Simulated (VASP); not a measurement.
# K (Cmmm) in VASP: single point with LDA

Aim: the single point of K with LDA.

Everything below comes from runs of VASP 6.6.1. Logs are shortened: lines on timing, memory, paths and dates and some standing lists are left out, and cuts for length are marked.

## Step 1: The cell of the first run

It takes space group Cmmm (No. 65, orthorhombic). Conventional cell: a = 5.025 Å, b = 8.510 Å, c = 4.338 Å, α = 90.00°, β = 90.00°, γ = 90.00°. K (site symmetry mmm) has 8 K at 4.34 to 5.03 Å within 5.7 Å.

## Step 2: Single point, LDA

Input file INCAR:

```
  ALGO = Normal
  EDIFF = 1E-6
  ENCUT = 520
  GGA = CA
  ISIF = 2
  ISMEAR = -1
  LASPH = T
  LCHARG = T
  LELF = T
  LREAL = F
  LVHAR = T
  LWAVE = F
  NBANDS = 16
  NELM = 100
  PREC = Accurate
  SIGMA = 0.15
```

Input file KPOINTS:

```
k-points
0
Gamma
  5 5 3
```

Input file POSCAR:

```
K
1.0
    2.5126600000     -4.2552270000      0.0000000000
    2.5126600000      4.2552270000      0.0000000000
    0.0000000000      0.0000000000      8.6765890000
K
2
Direct
    0.5000000000      0.5000000000      0.5000000000
    0.5000000000      0.5000000000      0.0000000000
```

Potentials or basis: VASP PAW LDA potentials, release 64 (K_sv).

Run with:

```console
$ cat potpaw_LDA.64/K_sv/POTCAR > POTCAR
$ mpirun -np 1 vasp_std > vasp.out
```

OUTCAR:

```text
EDIFF = 1E-6
   ENCUT = 520
   GGA = CA
   ISIF = 2
   ISMEAR = -1
   LASPH = T
   LREAL = F
   NELM = 100
   PREC = Accurate

 ion  position               nearest neighbor table
   1  0.500  0.500  0.500-
   2  0.500  0.500  0.000-

  LATTYP: Found a base centered orthorhombic cell.
 ALAT       =     5.0253200000
 B/A-ratio  =     1.6935148408
 C/A-ratio  =     1.7265744271

  Lattice vectors:

 A1 = (   2.5126600000,  -4.2552270000,   0.0000000000)
 A2 = (   2.5126600000,   4.2552270000,   0.0000000000)
 A3 = (   0.0000000000,   0.0000000000,   8.6765890000)

Analysis of symmetry for initial positions (statically):
=====================================================================
 Subroutine PRICEL returns following result:

  LATTYP: Found a base centered orthorhombic cell.
 ALAT       =     5.0253200000
 B/A-ratio  =     1.6935148408
 C/A-ratio  =     0.8632872136

  Lattice vectors:

 A1 = (   2.5126600000,  -4.2552270000,   0.0000000000)
 A2 = (   2.5126600000,   4.2552270000,   0.0000000000)
 A3 = (   0.0000000000,   0.0000000000,   4.3382945000)

   2 primitive cells build up your supercell.

 Routine SETGRP: Setting up the symmetry group for a
 base centered orthorhombic supercell.

 Subroutine GETGRP returns: Found  8 space group operations
 (whereof  8 operations were pure point group operations)
 out of a pool of  8 trial point group operations.

The static configuration has the point symmetry D_2h.

Analysis of symmetry for dynamics (positions and initial velocities):
=====================================================================
 Subroutine PRICEL returns following result:

  LATTYP: Found a base centered orthorhombic cell.
 ALAT       =     5.0253200000
 B/A-ratio  =     1.6935148408
 C/A-ratio  =     0.8632872136

  Lattice vectors:

 A1 = (   2.5126600000,  -4.2552270000,   0.0000000000)
 A2 = (   2.5126600000,   4.2552270000,   0.0000000000)
 A3 = (   0.0000000000,   0.0000000000,   4.3382945000)

   2 primitive cells build up your supercell.

 Routine SETGRP: Setting up the symmetry group for a
 base centered orthorhombic supercell.

 Subroutine GETGRP returns: Found  8 space group operations
 (whereof  8 operations were pure point group operations)
 out of a pool of  8 trial point group operations.

The dynamic configuration has the point symmetry D_2h.

 Subroutine INISYM returns: Found  8 space group operations
 (whereof  8 operations are pure point group operations),
 and found     2 'primitive' translations

----------------------------------------------------------------------------------------

                                     Primitive cell

  volume of cell :      92.7696

  direct lattice vectors                    reciprocal lattice vectors
     2.512660000 -4.255227000  0.000000000     0.198992303 -0.117502545  0.000000000
     2.512660000  4.255227000  0.000000000     0.198992303  0.117502545  0.000000000
     0.000000000  0.000000000  4.338294500     0.000000000  0.000000000  0.230505329

  length of vectors
     4.941701842  4.941701842  4.338294500     0.231094752  0.231094752  0.230505329

  position of ions in fractional coordinates (direct lattice)
     0.500000000  0.500000000  0.000000000

  ion indices of the primitive-cell ions
   primitive index   ion index
                 1           1

----------------------------------------------------------------------------------------

 KPOINTS: k-points

Automatic generation of k-mesh.
 Grid dimensions read from file:
 generate k-points for:    5    5    3

 Generating k-lattice:

  Cartesian coordinates                     Fractional coordinates (reciprocal lattice)
     0.039798461 -0.023500509  0.000000000     0.200000000  0.000000000  0.000000000
     0.039798461  0.023500509  0.000000000     0.000000000  0.200000000  0.000000000
     0.000000000  0.000000000  0.038417555     0.000000000  0.000000000  0.333333333

  Length of vectors
     0.046218950  0.046218950  0.038417555

  Shift w.r.t. Gamma in fractional coordinates (k-lattice)
     0.000000000  0.000000000  0.000000000

 Subroutine IBZKPT returns following result:
 ===========================================

 Found     18 irreducible k-points:

 Following reciprocal coordinates:
            Coordinates               Weight
  0.000000  0.000000  0.000000      1.000000
  0.200000 -0.000000  0.000000      4.000000
  0.400000 -0.000000  0.000000      4.000000
  0.200000  0.200000  0.000000      2.000000
  0.400000  0.200000  0.000000      4.000000
 -0.400000  0.200000  0.000000      4.000000
[... 10 lines left out ...]
  0.400000  0.400000  0.333333      4.000000
 -0.400000  0.400000  0.333333      4.000000
   k-points           NKPTS =     18   k-points in BZ     NKDIM =     18   number of bands    NBANDS=     16
   number of dos      NEDOS =    301   number of ions     NIONS =      2
   total plane-waves  NPLWV = 112000
   dimension x,y,z NGX =    40 NGY =   40 NGZ =   70
   dimension x,y,z NGXF=    80 NGYF=   80 NGZF=  140
   ions per type =               2
   NGX,Y,Z   is equivalent  to a cutoff of  13.46, 13.46, 13.41 a.u.
   NGXF,Y,Z  is equivalent  to a cutoff of  26.91, 26.91, 26.82 a.u.
 SYSTEM =  unknown system
   PREC   = accura    normal or accurate (medium, high low for compatibility)
   ISTART =      0    job   : 0-new  1-cont  2-samecut
   ICHARG =      2    charge: 1-file 2-atom 10-const
   ISPIN  =      1    spin polarized calculation?
   LNONCOLLINEAR =      F non collinear calculations
   LSORBIT =      F    spin-orbit coupling
   LASPH  =      T    aspherical Exc in radial PAW
   ENCUT  =  520.0 eV  38.22 Ry    6.18 a.u.   9.19  9.19 16.13*2*pi/ulx,y,z
   NELM   =    100;   NELMIN=  2; NELMDL= -5     # of ELM steps
   EDIFF  = 0.1E-05   stopping-criterion for ELM
   LREAL  =      F    real-space projection
   EDIFFG = 0.1E-04   stopping-criterion for IOM
   NSW    =      0    number of steps for IOM
   IBRION =     -1    ionic relax: 0-MD 1-quasi-New 2-CG
   NFREE  =      0    steps in history (QN), initial steepest desc. (CG)
   ISIF   =      2    stress and relaxation
   ISYM   =      2    0-nonsym 1-usesym 2-fastsym
   POTIM  = 0.5000    time-step for ionic-motion
   TEBEG  =    0.0;   TEEND  =   0.0 temperature during run
   PSTRESS=    0.0 pullay stress
   NELECT =      18.0000    total number of electrons
   NUPDOWN=      -1.0000    fix difference up-down
   EMIN   =  10.00;   EMAX   =-10.00  energy-range for DOS
   EFERMI =   0.00;   METHOD = LEGACY
   ISMEAR =    -1;   SIGMA  =   0.15  broadening in eV -4-tet -1-fermi 0-gaus
   EFERMI_NEDOS =   21; number of points for ismear=-14 and -15
   IALGO  =     38    algorithm
   IMIX   =      4    mixing-type and parameters
     AMIX     =   0.40;   BMIX     =  1.00
     AMIX_MAG =   1.60;   BMIX_MAG =  1.00
  volume/ion in A,a.u.               =      92.77       626.04
  Fermi-wavevector in a.u.,A,eV,Ry     =   0.752236  1.421519  7.698969  0.565858
  Thomas-Fermi vector in A             =   1.849400
   LORBIT       =      0    0 simple, 1 ext, 2 COOP (PROOUT), +10 PAW based schemes
   GGA     = CA    functional components
   LHFCALC =     F    Hartree Fock is set to
   AEXX    =    0.0000 exact exchange contribution
   IVDW    =     0    specifies the selected vdW correction
   LEPSILON=     F    determine dielectric tensor
   LRPA    =     F    only Hartree local field effects (RPA)
 non-spin polarized calculation
  energy-cutoff  :      520.00
  volume of cell :      185.54
 maximum number of plane-waves:      5015
 NGX is ok and might be reduce to    40
   NGX = 19   NGY = 19   NGZ = 33

 number of electron      18.0000000 magnetization

 Free energy of the ion-electron system (eV)
  ---------------------------------------------------
  ext. energy  EPLUGINS =         0.00000000
  ---------------------------------------------------
  free energy    TOTEN  =        -2.12253272 eV

  energy without entropy =       -2.01756136  energy(sigma->0) =       -2.07004704

 E-fermi :  -0.7170     XC(G=0):  -5.2943

 val. band max:       -0.9378463172   @ k =  -0.4000   0.4000   0.3333
 cond. band min:      -0.6548084633   @ k =   0.0000   0.0000   0.0000
 fundamental gap:      0.2830378539
 Fermi energy:        -0.7170245548

 k-point     1 :       0.0000    0.0000    0.0000
  band No.  band energies     occupation
      1     -32.7857      2.00000
      2     -32.7817      2.00000
      3     -16.5437      2.00000
      4     -16.4722      2.00000
      5     -16.4716      2.00000
      6     -16.4649      2.00000
[... 8 lines left out ...]
     15       3.5212      0.00000
     16       3.5570      0.00000

 k-point     2 :       0.2000   -0.0000    0.0000
  band No.  band energies     occupation
      1     -32.7853      2.00000
      2     -32.7814      2.00000
      3     -16.5423      2.00000
      4     -16.4818      2.00000
      5     -16.4741      2.00000
      6     -16.4739      2.00000
[... 8 lines left out ...]
     15       3.0296      0.00000
     16       3.2452      0.00000

 k-point     3 :       0.4000   -0.0000    0.0000
  band No.  band energies     occupation
      1     -32.7847      2.00000
      2     -32.7808      2.00000
      3     -16.5399      2.00000
      4     -16.4976      2.00000
      5     -16.4887      2.00000
      6     -16.4778      2.00000
[... 8 lines left out ...]
     15       2.0260      0.00000
     16       3.0701      0.00000

 k-point     4 :       0.2000    0.2000    0.0000
  band No.  band energies     occupation
      1     -32.7848      2.00000
      2     -32.7809      2.00000
      3     -16.5404      2.00000
      4     -16.4908      2.00000
      5     -16.4823      2.00000
      6     -16.4805      2.00000
[... 8 lines left out ...]
     15       2.4736      0.00000
     16       2.6713      0.00000
[... 210 lines left out ...]
 k-point    16 :      -0.2000    0.2000    0.3333
  band No.  band energies     occupation
      1     -32.7843      2.00000
      2     -32.7823      2.00000
      3     -16.5225      2.00000
      4     -16.4831      2.00000
      5     -16.4800      2.00000
      6     -16.4761      2.00000
[... 8 lines left out ...]
     15       3.2001      0.00000
     16       3.2951      0.00000

 k-point    17 :       0.4000    0.4000    0.3333
  band No.  band energies     occupation
      1     -32.7834      2.00000
      2     -32.7815      2.00000
      3     -16.5196      2.00000
      4     -16.4960      2.00000
      5     -16.4916      2.00000
      6     -16.4834      2.00000
[... 8 lines left out ...]
     15       2.3999      0.00000
     16       2.6384      0.00000

 k-point    18 :      -0.4000    0.4000    0.3333
  band No.  band energies     occupation
      1     -32.7836      2.00000
      2     -32.7816      2.00000
      3     -16.5202      2.00000
      4     -16.4966      2.00000
      5     -16.4922      2.00000
      6     -16.4811      2.00000
[... 8 lines left out ...]
     15       2.6037      0.00000
     16       3.0928      0.00000

------------------------ aborting loop because EDIFF is reached ----------------------------------------

  FORCE on cell =-STRESS in cart. coord.  units (eV):
  Direction    XX          YY          ZZ          XY          YZ          ZX
  --------------------------------------------------------------------------------------
  -------------------------------------------------------------------------------------
  Total       -1.0033986     -0.9337834     -0.4708288     -0.0000000      0.0000000      0.0000000
  in kB       -8.6646016     -8.0634562     -4.0657262     -0.0000000      0.0000000      0.0000000
  external PRESSURE =      -6.9312613 kB  Pullay stress =       0.0000000 kB

 VOLUME and BASIS-vectors are now :
 -----------------------------------------------------------------------------
  energy-cutoff  :      520.00
  volume of cell :      185.54
      direct lattice vectors                 reciprocal lattice vectors
     2.512660000 -4.255227000  0.000000000     0.198992303 -0.117502545  0.000000000
     2.512660000  4.255227000  0.000000000     0.198992303  0.117502545  0.000000000
     0.000000000  0.000000000  8.676589000     0.000000000  0.000000000  0.115252664

 POSITION                                       TOTAL-FORCE (eV/Angst)
 -----------------------------------------------------------------------------------
      2.51266      0.00000      4.33829         0.000000      0.000000      0.000000
      2.51266      0.00000      0.00000        -0.000000     -0.000000     -0.000000
 -----------------------------------------------------------------------------------
    total drift:                               -0.000000     -0.000000     -0.000000

  FREE ENERGIE OF THE ION-ELECTRON SYSTEM (eV)
  ---------------------------------------------------
  free  energy   TOTEN  =        -2.1225327172 eV

  energy  without entropy=       -2.0175613642  energy(sigma->0) =       -2.07004704
```

Run time: 2.3 min. Hardware: 1 thread of AMD EPYC, shared host; peak memory 0.22 GiB.

What came out:

| Quantity | Value |
| --- | --- |
| Free energy | -2.1225 eV |
| Pressure | -0.7 GPa |
| Band gap on the k mesh | zero (bands 9 and 10 overlap by 1.57 eV) |

Stress tensor (GPa, compression positive):
```
-0.87  0.00  0.00
 0.00 -0.81  0.00
 0.00  0.00 -0.41
```

Levels at points of the mesh, in eV from the Fermi level:
| k point | band 5 | band 6 | band 7 | band 8 | band 9 | band 10 | band 11 | band 12 | band 13 | band 14 |
| --- | --- | --- | --- | --- | --- | --- | --- | --- | --- | --- |
| (0.00, 0.00, 0.00) | -15.75 | -15.75 | -15.75 | -15.75 | -1.86 | 0.06 | 0.39 | 2.88 | 3.65 | 3.80 |

The gap in the log of VASP goes by the Fermi energy; the results here count the filled bands.